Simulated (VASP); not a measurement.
Write the native input for VASP 6.6.1 that does the following.

```
Task                   : single point
Functional             : PBEsol
Potentials or basis    : VASP PAW PBE potentials, release 64 (Na_pv)
Cutoff                 : 520 eV
k mesh                 : 11 × 11 × 6
Occupations            : fermi-dirac, width 0.1 eV
Spin                   : no spin polarisation
Dipole correction      : no
Further INCAR settings : ALGO = Normal; EDIFF = 1e-06; NBANDS = 14
```

The structure of Na lies in POSCAR:

```
Na
1.0
    3.5648852151      0.0000000000      0.0000000000
   -1.7824426075      3.0872811578      0.0000000000
    0.0000000000      0.0000000000      5.8213169292
Na
2
Direct
    0.3333333333      0.6666666667      0.2500000000
    0.6666666667      0.3333333333      0.7500000000
```

This cell differs from its parent crystal: volume scaled by 0.88.

The input as run:

INCAR

```
ALGO     = Normal         # electronic algorithm
EDIFF    = 1E-6           # SCF threshold, eV
ENCUT    = 520            # plane-wave cutoff, eV
GGA      = PS             # functional
ISIF     = 2              # what is computed and relaxed
ISMEAR   = -1             # smearing method
LASPH    = True           # aspherical terms in the spheres
LCHARG   = False          # write CHGCAR
LREAL    = False          # projectors in reciprocal space
LWAVE    = False          # write WAVECAR
NBANDS   = 14             # bands
NELM     = 80             # most SCF steps
PREC     = Accurate       # precision mode
SIGMA    = 0.1            # smearing width, eV
```

KPOINTS

```
k-points
0
Gamma
  11 11 6
```

Potentials or basis: VASP PAW PBE potentials, release 64 (Na_pv).

Command:

```sh
$ cat potpaw_PBE.64/Na_pv/POTCAR > POTCAR
$ mpirun -np 1 vasp_std > vasp.out
```

Results of the run:

| Item | Value |
| --- | --- |
| Pressure | 1.3 GPa |
| Band gap on the k mesh | zero (band 7 reaches 2.66 eV, above the bottom of band 8 at -1.71 eV) |

Caveat: the PAW data sets were made with another functional, which shifts forces and pressure a little.

It took 55 s on 1 thread of AMD EPYC 7R13 (shared host), peak memory 0.17 GiB.
